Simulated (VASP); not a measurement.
A run of VASP 6.6.1 is set up as follows.

Contents of INCAR:

```
PREC = Accurate
ENCUT = 520
EDIFF = 1E-6
ISMEAR = 0
SIGMA = 0.1
LREAL = F
LASPH = T
NELM = 80
ALGO = Normal
ISIF = 2
LWAVE = F
LCHARG = F
LDIPOL = T
IDIPOL = 3
DIPOL = 0.5 0.5 0.500
GGA = PS
NBANDS = 60
```

The input KPOINTS:

```
regular mesh
0
Gamma
  10 10 1
```

The input POSCAR:

```
TaAs
1.0
    3.4287004850      0.0000000000      0.0000000000
    0.0000000000      3.4287004850      0.0000000000
    0.0000000000      0.0000000000     30.4272624036
Ta As
6 6
Direct
    0.5000000000      0.5000000000      0.2464894771
    0.0000000000      0.5000000000      0.3416530200
    0.0000000000      0.0000000000      0.4368165630
    0.5000000000      0.0000000000      0.5319801059
    0.5000000000      0.5000000000      0.6271436488
    0.0000000000      0.5000000000      0.7223071917
    0.0000000000      0.0000000000      0.2776928083
    0.5000000000      0.0000000000      0.3728563512
    0.5000000000      0.5000000000      0.4680198941
    0.0000000000      0.5000000000      0.5631834370
    0.0000000000      0.0000000000      0.6583469800
    0.5000000000      0.0000000000      0.7535105229
```

Potentials or basis: VASP PAW PBE potentials, release 64 (Ta_pv, As).

Command:

```sh
$ cat potpaw_PBE.64/Ta_pv/POTCAR potpaw_PBE.64/As/POTCAR > POTCAR
$ mpirun -np 1 vasp_std > vasp.out
```

(1) What does it give for the largest force?

(2) What does it give for the band gap on the k mesh?

## Answers

(1) 0.920 eV/Å.

(2) zero (bands 48 and 49 overlap by 1.08 eV).

Caveat: the PAW data sets were made with another functional, which shifts forces and pressure a little; spin-orbit coupling is left out, which moves the levels of the heavy elements.
